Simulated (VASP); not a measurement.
Here is a VASP 6.6.1 calculation.

File INCAR:

```
SYSTEM = Al
PREC = Accurate ; ENCUT = 520
EDIFF = 1E-6 ; ISMEAR = -1
SIGMA = 0.1 ; LREAL = .FALSE.
LASPH = .TRUE. ; NELM = 100
ALGO = Normal ; ISIF = 2
LWAVE = .FALSE. ; LCHARG = .TRUE.
GGA = PE ; LELF = .TRUE.
LVHAR = .TRUE. ; NBANDS = 8
```

The input KPOINTS:

```
regular mesh
0
G
  13 13 13
  0 0 0
```

Contents of POSCAR:

```
Al
1.0
    2.6472301359      0.0000000000      0.0000000000
    0.0000000000      2.6472301359      0.0000000000
    0.0000000000      0.0000000000      2.6472301359
Al
1
Direct
    0.0000000000      0.0000000000      0.0000000000
```

Potentials or basis: VASP PAW PBE potentials, release 64 (Al).

Command:

```bash
$ cat potpaw_PBE.64/Al/POTCAR > POTCAR
$ mpirun -np 1 vasp_std > vasp.out
```

Problem. Estimate the pressure.

Solution. 5.7 GPa.
